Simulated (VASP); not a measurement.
The system is AlH2.

```
Al H
1.0
     2.43423    0.00000    0.00000
     0.00000    2.43423    0.00000
     0.00000    0.00000    4.65079
Al H
1 2
Direct
  0.00000 0.00000 0.00000
  0.50000 0.50000 0.27000
  0.50000 0.50000 0.73000
```

| Quantity | Value |
| --- | --- |
| Program | VASP 6.6.1 |
| Task | relaxation of cell and atoms |
| Functional | PBE |
| Potentials or basis | VASP PAW PBE potentials, release 64 (Al, H) |
| Cutoff | 600 eV |
| k mesh | 8 × 8 × 4 |
| Occupations | gaussian, width 0.1 eV |
| Spin | no spin polarisation |

At the start: pressure 7.2 GPa; volume 9.19 Å³/atom.

Task: How do energy, volume and symmetry change on relaxing?

Result: Over 13 steps the energy falls by 171.3 meV/atom and the volume is 10.59 Å³/atom (+15.3 %); space group P4/mmm (No. 123, to 0.05 Å).

The path:
```csv
step,energy change (eV),largest force (eV/Å),pressure (GPa),volume (Å³)
1,0.0000,1.0508,7.15,27.56
2,-0.4159,0.7132,-0.74,29.13
3,-0.4540,0.4668,-3.04,29.65
4,-0.4547,0.4392,-3.27,29.71
5,-0.4831,0.2267,-1.27,28.89
6,-0.4893,0.0536,0.38,28.29
7,-0.4924,0.0659,0.69,28.35
8,-0.4961,0.1089,1.72,28.53
9,-0.4977,0.1086,1.58,28.67
10,-0.5019,0.1082,1.16,29.09
11,-0.5079,0.1033,0.40,29.93
12,-0.5120,0.0788,-0.86,31.65
13,-0.5138,0.0316,-0.33,31.78
```

Final structure:
```
Al H
1.0
     2.58435    0.00000    0.00000
     0.00000    2.58435    0.00000
     0.00000    0.00000    4.75776
Al H
1 2
Direct
  0.00000 0.00000 0.00000
  0.50000 0.50000 0.21766
  0.50000 0.50000 0.78234
```

Caveat: the volume moved by over 15 % at a fixed basis, so the end points are rough.
